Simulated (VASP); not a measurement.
# SnO (Romarchite) (P4/nmm) in VASP: notebook

SnO (Romarchite) is run at these levels: PBE; tasks: single point.

Program: VASP 6.6.1. These are calculated values, not measurements. Logs are shortened: lines on timing, memory, paths and dates and some standing lists are left out, and cuts for length are marked.

## Step 1: The cell of the first run

Symmetry: P4/nmm, No. 129, tetragonal system. The conventional cell has a = 3.824 Å, b = 3.824 Å, c = 4.873 Å, α = 90.00°, β = 90.00°, γ = 90.00°. Sn (site symmetry 4mm) has 4 O at 2.24 Å within 3.0 Å. O (site symmetry -4m2) has 4 Sn at 2.24 Å and 4 O at 2.70 Å within 3.0 Å.

## Step 2: Single point, PBE (volume scaled by 1.02, then relaxed in part)

INCAR

```
ALGO     = Normal         # electronic algorithm
EDIFF    = 1E-6           # SCF threshold, eV
ENCUT    = 520            # plane-wave cutoff, eV
GGA      = PE             # functional
ISIF     = 2              # what is computed and relaxed
ISMEAR   = -1             # smearing method
LASPH    = True           # aspherical terms in the spheres
LCHARG   = False          # write CHGCAR
LREAL    = False          # projectors in reciprocal space
LWAVE    = False          # write WAVECAR
NBANDS   = 28             # bands
NELM     = 60             # most SCF steps
PREC     = Accurate       # precision mode
SIGMA    = 0.05           # smearing width, eV
```

KPOINTS

```
k-points
0
Gamma
  12 12 10
```

POSCAR

```
SnO
1.0
    3.8237570245      0.0000000000      0.0000000000
    0.0000000000      3.8237570245      0.0000000000
    0.0000000000      0.0000000000      4.8728592124
Sn O
2 2
Direct
    0.5000000000      0.0000000000      0.2393647039
    0.0000000000      0.5000000000      0.7606352961
    0.0000000000      0.0000000000      0.0000000000
    0.5000000000      0.5000000000      0.0000000000
```

Potentials or basis: VASP PAW PBE potentials, release 64 (Sn_d, O).

On the command line:

```bash
> cat potpaw_PBE.64/Sn_d/POTCAR potpaw_PBE.64/O/POTCAR > POTCAR
> mpirun -np 1 vasp_std > vasp.out
```

OUTCAR:

```text
EDIFF = 1E-6
   ENCUT = 520
   GGA = PE
   ISIF = 2
   ISMEAR = -1
   LASPH = True
   LREAL = False
   NELM = 60
   PREC = Accurate

 ion  position               nearest neighbor table
   1  0.500  0.000  0.239-   3 2.24   4 2.24   4 2.24   3 2.24   2 3.57   2 3.57   2 3.57   2 3.57
                             2 3.71   2 3.71   2 3.71   2 3.71
   2  0.000  0.500  0.761-   3 2.24   4 2.24   3 2.24   4 2.24   1 3.57   1 3.57   1 3.57   1 3.57
                             1 3.71   1 3.71   1 3.71   1 3.71
   3  0.000  0.000  0.000-   1 2.24   2 2.24   2 2.24   1 2.24
   4  0.500  0.500  0.000-   1 2.24   2 2.24   1 2.24   2 2.24

  LATTYP: Found a simple tetragonal cell.
 ALAT       =     3.8237570245
 C/A-ratio  =     1.2743642395

  Lattice vectors:

 A1 = (   3.8237570245,   0.0000000000,   0.0000000000)
 A2 = (   0.0000000000,   3.8237570245,   0.0000000000)
 A3 = (   0.0000000000,   0.0000000000,   4.8728592124)

Analysis of symmetry for initial positions (statically):
=====================================================================
 Subroutine PRICEL returns:
 Original cell was already a primitive cell.

 Routine SETGRP: Setting up the symmetry group for a
 simple tetragonal supercell.

 Subroutine GETGRP returns: Found 16 space group operations
 (whereof  8 operations were pure point group operations)
 out of a pool of 16 trial point group operations.

The static configuration has the point symmetry D_2d.
 The point group associated with its full space group is D_4h.

Analysis of symmetry for dynamics (positions and initial velocities):
=====================================================================
 Subroutine PRICEL returns:
 Original cell was already a primitive cell.

 Routine SETGRP: Setting up the symmetry group for a
 simple tetragonal supercell.

 Subroutine GETGRP returns: Found 16 space group operations
 (whereof  8 operations were pure point group operations)
 out of a pool of 16 trial point group operations.

The dynamic configuration has the point symmetry D_2d.
 The point group associated with its full space group is D_4h.

 Subroutine INISYM returns: Found 16 space group operations
 (whereof  8 operations are pure point group operations),
 and found     1 'primitive' translations

----------------------------------------------------------------------------------------

                                     Primitive cell

  volume of cell :      71.2466

  direct lattice vectors                    reciprocal lattice vectors
     3.823757024  0.000000000  0.000000000     0.261522893  0.000000000  0.000000000
     0.000000000  3.823757024  0.000000000     0.000000000  0.261522893  0.000000000
     0.000000000  0.000000000  4.872859212     0.000000000  0.000000000  0.205218324

  length of vectors
     3.823757024  3.823757024  4.872859212     0.261522893  0.261522893  0.205218324

  position of ions in fractional coordinates (direct lattice)
     0.500000000  0.000000000  0.239364704
     0.000000000  0.500000000  0.760635296
     0.000000000  0.000000000  0.000000000
     0.500000000  0.500000000  0.000000000

  ion indices of the primitive-cell ions
   primitive index   ion index
                 1           1
                 2           2
                 3           3
                 4           4

----------------------------------------------------------------------------------------

 KPOINTS: k-points

Automatic generation of k-mesh.
 Grid dimensions read from file:
 generate k-points for:   12   12   10

 Generating k-lattice:

  Cartesian coordinates                     Fractional coordinates (reciprocal lattice)
     0.021793574  0.000000000  0.000000000     0.083333333  0.000000000  0.000000000
     0.000000000  0.021793574  0.000000000     0.000000000  0.083333333  0.000000000
     0.000000000  0.000000000  0.020521832     0.000000000  0.000000000  0.100000000

  Length of vectors
     0.021793574  0.021793574  0.020521832

  Shift w.r.t. Gamma in fractional coordinates (k-lattice)
     0.000000000  0.000000000  0.000000000

 Subroutine IBZKPT returns following result:
 ===========================================

 Found    168 irreducible k-points:

 Following reciprocal coordinates:
            Coordinates               Weight
  0.000000  0.000000  0.000000      1.000000
  0.083333  0.000000  0.000000      4.000000
  0.166667  0.000000  0.000000      4.000000
  0.250000  0.000000  0.000000      4.000000
  0.333333  0.000000  0.000000      4.000000
  0.416667  0.000000  0.000000      4.000000
[... 16 lines left out ...]
  0.333333  0.333333  0.000000      4.000000
  0.416667  0.333333  0.000000      8.000000
 [... further k-points ...]
   k-points           NKPTS =    168   k-points in BZ     NKDIM =    168   number of bands    NBANDS=     28
   number of dos      NEDOS =    301   number of ions     NIONS =      4
   total plane-waves  NPLWV =  28224
   dimension x,y,z NGX =    28 NGY =   28 NGZ =   36
   dimension x,y,z NGXF=    56 NGYF=   56 NGZF=   72
   ions per type =               2   2
   NGX,Y,Z   is equivalent  to a cutoff of  12.17, 12.17, 12.28 a.u.
   NGXF,Y,Z  is equivalent  to a cutoff of  24.35, 24.35, 24.56 a.u.
 SYSTEM =  unknown system
   PREC   = accura    normal or accurate (medium, high low for compatibility)
   ISTART =      0    job   : 0-new  1-cont  2-samecut
   ICHARG =      2    charge: 1-file 2-atom 10-const
   ISPIN  =      1    spin polarized calculation?
   LNONCOLLINEAR =      F non collinear calculations
   LSORBIT =      F    spin-orbit coupling
   LASPH  =      T    aspherical Exc in radial PAW
   ENCUT  =  520.0 eV  38.22 Ry    6.18 a.u.   7.11  7.11  9.06*2*pi/ulx,y,z
   NELM   =     60;   NELMIN=  2; NELMDL= -5     # of ELM steps
   EDIFF  = 0.1E-05   stopping-criterion for ELM
   LREAL  =      F    real-space projection
   EDIFFG = 0.1E-04   stopping-criterion for IOM
   NSW    =      0    number of steps for IOM
   IBRION =     -1    ionic relax: 0-MD 1-quasi-New 2-CG
   NFREE  =      0    steps in history (QN), initial steepest desc. (CG)
   ISIF   =      2    stress and relaxation
   ISYM   =      2    0-nonsym 1-usesym 2-fastsym
   POTIM  = 0.5000    time-step for ionic-motion
   TEBEG  =    0.0;   TEEND  =   0.0 temperature during run
   PSTRESS=    0.0 pullay stress
   NELECT =      40.0000    total number of electrons
   NUPDOWN=      -1.0000    fix difference up-down
   EMIN   =  10.00;   EMAX   =-10.00  energy-range for DOS
   EFERMI =   0.00;   METHOD = LEGACY
   ISMEAR =    -1;   SIGMA  =   0.05  broadening in eV -4-tet -1-fermi 0-gaus
   EFERMI_NEDOS =   21; number of points for ismear=-14 and -15
   IALGO  =     38    algorithm
   IMIX   =      4    mixing-type and parameters
     AMIX     =   0.40;   BMIX     =  1.00
     AMIX_MAG =   1.60;   BMIX_MAG =  1.00
  volume/ion in A,a.u.               =      17.81       120.20
  Fermi-wavevector in a.u.,A,eV,Ry     =   1.350538  2.552146 24.816371  1.823952
  Thomas-Fermi vector in A             =   2.478034
   LORBIT       =      0    0 simple, 1 ext, 2 COOP (PROOUT), +10 PAW based schemes
   GGA     = PE    functional components
   LHFCALC =     F    Hartree Fock is set to
   AEXX    =    0.0000 exact exchange contribution
   IVDW    =     0    specifies the selected vdW correction
   LEPSILON=     F    determine dielectric tensor
   LRPA    =     F    only Hartree local field effects (RPA)
 non-spin polarized calculation
  energy-cutoff  :      520.00
  volume of cell :       71.25
 maximum number of plane-waves:      1948
   NGX = 15   NGY = 15   NGZ = 19

 number of electron      39.9999977 magnetization

 Free energy of the ion-electron system (eV)
  ---------------------------------------------------
  ext. energy  EPLUGINS =         0.00000000
  ---------------------------------------------------
  free energy    TOTEN  =       -22.70071940 eV

  energy without entropy =      -22.70003709  energy(sigma->0) =      -22.70037825

 E-fermi :   7.0530     XC(G=0): -10.1742

 val. band max:        7.0180329561   @ k =   0.5000   0.5000   0.0000
 cond. band min:       7.1677060129   @ k =   0.5000   0.5000   0.1000
 fundamental gap:      0.1496730567
 Fermi energy:         7.0529704528

 k-point     1 :       0.0000    0.0000    0.0000
  band No.  band energies     occupation
      1     -15.0004      2.00000
      2     -14.6052      2.00000
      3     -14.6034      2.00000
      4     -14.6034      2.00000
      5     -14.5672      2.00000
      6     -14.5543      2.00000
[... 20 lines left out ...]
     27      13.6385      0.00000
     28      14.0854      0.00000

 k-point     2 :       0.0833    0.0000    0.0000
  band No.  band energies     occupation
      1     -14.9966      2.00000
      2     -14.6038      2.00000
      3     -14.6023      2.00000
      4     -14.6018      2.00000
      5     -14.5677      2.00000
      6     -14.5520      2.00000
[... 20 lines left out ...]
     27      13.7756      0.00000
     28      14.6553      0.00000

 k-point     3 :       0.1667    0.0000    0.0000
  band No.  band energies     occupation
      1     -14.9857      2.00000
      2     -14.6143      2.00000
      3     -14.5990      2.00000
      4     -14.5971      2.00000
      5     -14.5690      2.00000
      6     -14.5679      2.00000
[... 20 lines left out ...]
     27      13.9221      0.00000
     28      15.9123      0.00000

 k-point     4 :       0.2500    0.0000    0.0000
  band No.  band energies     occupation
      1     -14.9685      2.00000
      2     -14.6772      2.00000
      3     -14.5933      2.00000
      4     -14.5903      2.00000
      5     -14.5724      2.00000
      6     -14.5705      2.00000
[... 578 lines left out ...]
     27      14.7112      0.00000
     28      14.7112      0.00000

 k-point    23 :       0.3333    0.3333    0.0000
  band No.  band energies     occupation
      1     -14.9465      2.00000
      2     -14.8666      2.00000
      3     -14.5796      2.00000
      4     -14.5789      2.00000
      5     -14.5743      2.00000
      6     -14.5602      2.00000
[... 20 lines left out ...]
     27      14.0610      0.00000
     28      15.0886      0.00000

 k-point    24 :       0.4167    0.3333    0.0000
  band No.  band energies     occupation
      1     -14.9409      2.00000
      2     -14.9015      2.00000
      3     -14.5813      2.00000
      4     -14.5788      2.00000
      5     -14.5675      2.00000
      6     -14.5561      2.00000
[... 20 lines left out ...]
     27      14.3748      0.00000
     28      14.7226      0.00000

 [... further k-points ...]
[... 5 lines left out ...]
  --------------------------------------------------------------------------------------
  -------------------------------------------------------------------------------------
  Total        1.1724832      1.1724832      0.7136407      0.0000000     -0.0000000      0.0000000
  in kB       26.3665166     26.3665166     16.0481781      0.0000000     -0.0000000      0.0000000
  external PRESSURE =      22.9270705 kB  Pullay stress =       0.0000000 kB

 VOLUME and BASIS-vectors are now :
 -----------------------------------------------------------------------------
  energy-cutoff  :      520.00
  volume of cell :       71.25
      direct lattice vectors                 reciprocal lattice vectors
     3.823757024  0.000000000  0.000000000     0.261522893  0.000000000  0.000000000
     0.000000000  3.823757024  0.000000000     0.000000000  0.261522893  0.000000000
     0.000000000  0.000000000  4.872859212     0.000000000  0.000000000  0.205218324

 POSITION                                       TOTAL-FORCE (eV/Angst)
 -----------------------------------------------------------------------------------
      1.91188      0.00000      1.16639         0.000000     -0.000000      0.082273
      0.00000      1.91188      3.70647         0.000000      0.000000     -0.082273
      0.00000      0.00000      0.00000         0.000000      0.000000     -0.000000
      1.91188      1.91188      0.00000         0.000000     -0.000000     -0.000000
 -----------------------------------------------------------------------------------
    total drift:                                0.000000      0.000000      0.000000

  FREE ENERGIE OF THE ION-ELECTRON SYSTEM (eV)
  ---------------------------------------------------
  free  energy   TOTEN  =       -22.7007194033 eV

  energy  without entropy=      -22.7000370893  energy(sigma->0) =      -22.70037825
```

Run time: 2 min. Hardware: 1 thread of AMD EPYC 9R45 (Zen 5), shared host; peak memory 0.34 GiB.

What came out:

```yaml
Free_energy: -22.7007 eV
Pressure: 2.3 GPa
Largest_force: 0.082 eV/Å
```

Forces in eV/Å, atoms in the order of the input:
```
Sn   0.000  0.000  0.082
Sn   0.000  0.000 -0.082
O    0.000  0.000  0.000
O    0.000  0.000  0.000
```

Levels at points of the mesh, in eV from the Fermi level:
| k point | band 18 | band 19 | band 20 | band 21 | band 22 | band 23 |
| --- | --- | --- | --- | --- | --- | --- |
| (0.00, 0.00, 0.00) | -3.15 | -3.15 | -0.10 | 1.98 | 4.31 | 4.51 |
| (0.50, 0.00, 0.00) | -4.80 | -2.78 | -2.78 | 3.04 | 3.04 | 5.73 |
| (0.50, 0.50, 0.00) | -2.50 | -2.01 | -2.01 | -0.03 | -0.03 | 4.34 |
| (0.00, 0.00, 0.50) | -3.17 | -3.17 | -2.30 | 1.65 | 2.84 | 2.84 |
| (0.50, 0.00, 0.50) | -4.76 | -1.83 | -1.83 | 2.44 | 2.44 | 5.26 |
| (0.50, 0.50, 0.50) | -2.78 | -2.51 | -2.51 | 2.21 | 2.21 | 3.89 |

Caveat: spin-orbit coupling is left out, which moves the levels of the heavy elements.

## Step 3: Single point, PBE (z stretched by +2 %, then relaxed in part)

INCAR

```
SYSTEM = SnO
PREC = Accurate
ENCUT = 520
EDIFF = 1E-6
ISMEAR = -1
SIGMA = 0.05
LREAL = .FALSE.
LASPH = .TRUE.
NELM = 60
ALGO = Normal
ISIF = 2
LWAVE = .FALSE.
LCHARG = .FALSE.
GGA = PE
NBANDS = 28
```

KPOINTS

```
Automatic mesh
0
G
  12 12 10
  0 0 0
```

POSCAR

```
SnO
1.0
    3.7986000000      0.0000000000      0.0000000000
    0.0000000000      3.7986000000      0.0000000000
    0.0000000000      0.0000000000      4.9376160000
Sn O
2 2
Direct
    0.5000000000      0.0000000000      0.2382509507
    0.0000000000      0.5000000000      0.7617490493
    0.0000000000      0.0000000000      0.0000000000
    0.5000000000      0.5000000000      0.0000000000
```

Potentials or basis: VASP PAW PBE potentials, release 64 (Sn_d, O).

On the command line:

```bash
> cat potpaw_PBE.64/Sn_d/POTCAR potpaw_PBE.64/O/POTCAR > POTCAR
> mpirun -np 1 vasp_std > vasp.out
```

Wall time 2.3 min (1 thread of AMD EPYC 9R45 (Zen 5), shared host); peak memory 0.34 GiB.

Results (log left out):

```
Free energy   : -22.6900 eV
Pressure      : 2.9 GPa
Largest force : 0.085 eV/Å
```

Forces in eV/Å, atoms in the order of the input:
```
Sn   0.000  0.000  0.085
Sn   0.000  0.000 -0.085
O    0.000  0.000  0.000
O    0.000  0.000  0.000
```

Stress tensor (GPa, compression positive):
```
3.68 0.00 0.00
0.00 3.68 0.00
0.00 0.00 1.35
```

Levels at points of the mesh, in eV from the Fermi level:
```csv
k point,band 18,band 19,band 20,band 21,band 22,band 23
"(0.00, 0.00, 0.00)",-3.16,-3.16,-0.07,1.99,4.18,4.55
"(0.50, 0.00, 0.00)",-4.84,-2.86,-2.86,2.95,2.95,5.77
"(0.50, 0.50, 0.00)",-2.51,-2.07,-2.07,-0.06,-0.06,4.24
"(0.00, 0.00, 0.50)",-3.18,-3.18,-2.45,1.73,2.88,2.88
"(0.50, 0.00, 0.50)",-4.80,-1.91,-1.91,2.34,2.34,5.32
"(0.50, 0.50, 0.50)",-2.79,-2.51,-2.51,2.15,2.15,3.75
```

Caveat: the cell differs from its parent crystal (z stretched by +2 %, then relaxed in part); spin-orbit coupling is left out, which moves the levels of the heavy elements.

## Step 4: Single point, PBE (z stretched by +3 %, then relaxed in part)

INCAR

```
SYSTEM = SnO
PREC = Accurate
ENCUT = 520
EDIFF = 1E-6
ISMEAR = -1
SIGMA = 0.05
LREAL = .False.
LASPH = .True.
NELM = 100
ALGO = Normal
ISIF = 2
LWAVE = .False.
LCHARG = .False.
GGA = PE
NBANDS = 28
```

KPOINTS

```
regular mesh
0
Gamma
  12 12 10
  0 0 0
```

POSCAR

```
SnO
1.0
    3.7986000000      0.0000000000      0.0000000000
    0.0000000000      3.7986000000      0.0000000000
    0.0000000000      0.0000000000      4.9860240000
Sn O
2 2
Direct
    0.5000000000      0.0000000000      0.2362087844
    0.0000000000      0.5000000000      0.7637912156
    0.0000000000      0.0000000000      0.0000000000
    0.5000000000      0.5000000000      0.0000000000
```

On the command line:

```bash
> cat potpaw_PBE.64/Sn_d/POTCAR potpaw_PBE.64/O/POTCAR > POTCAR
> mpirun -np 1 vasp_std > vasp.out
```

It took 2.4 min on 1 thread of AMD EPYC 9R45 (Zen 5), shared host; peak memory 0.34 GiB.

It converged, with:

* Free energy: -22.6941 eV
* Pressure: 2.7 GPa
* Largest force: 0.089 eV/Å

Forces in eV/Å, atoms in the order of the input:
```
Sn   0.000  0.000  0.089
Sn   0.000  0.000 -0.089
O    0.000  0.000  0.000
O    0.000  0.000  0.000
```

Stress tensor (GPa, compression positive):
```
3.54 0.00 0.00
0.00 3.54 0.00
0.00 0.00 1.07
```

Levels at points of the mesh, in eV from the Fermi level:
| k point | band 17 | band 18 | band 19 | band 20 | band 21 | band 22 | band 23 | band 24 |
| --- | --- | --- | --- | --- | --- | --- | --- | --- |
| (0.00, 0.00, 0.00) | -3.56 | -3.16 | -3.16 | -0.09 | 1.94 | 4.07 | 4.59 | 4.59 |
| (0.50, 0.00, 0.00) | -4.83 | -4.83 | -2.84 | -2.84 | 2.88 | 2.88 | 5.77 | 5.77 |
| (0.50, 0.50, 0.00) | -2.51 | -2.51 | -2.08 | -2.08 | -0.01 | -0.01 | 4.21 | 4.21 |
| (0.00, 0.00, 0.50) | -3.46 | -3.17 | -3.17 | -2.47 | 1.72 | 2.93 | 2.93 | 3.69 |
| (0.50, 0.00, 0.50) | -4.80 | -4.80 | -1.92 | -1.92 | 2.28 | 2.28 | 5.35 | 5.35 |
| (0.50, 0.50, 0.50) | -2.76 | -2.76 | -2.51 | -2.51 | 2.16 | 2.16 | 3.66 | 3.66 |

Caveat: the cell differs from its parent crystal (z stretched by +3 %, then relaxed in part); spin-orbit coupling is left out, which moves the levels of the heavy elements.

## Step 5: The runs side by side

```csv
cell,pressure (GPa),largest force (eV/Å)
"a = 3.824, b = 3.824, c = 4.873 Å, 4 atoms",2.3,0.08
"a = 3.799, b = 3.799, c = 4.938 Å, 4 atoms",2.9,0.09
"a = 3.799, b = 3.799, c = 4.986 Å, 4 atoms",2.7,0.09
```

Alike in all rows: task single point; level PBE; potentials or basis VASP PAW PBE potentials, release 64 (Sn_d, O); no spin polarisation; k mesh 12 × 12 × 10; cutoff (eV) 520; smearing fermi-dirac 0.05 eV.

Caveats: spin-orbit coupling is left out, which moves the levels of the heavy elements.

Total energies depend on the potentials used, so only differences within one code and one set of settings carry meaning.
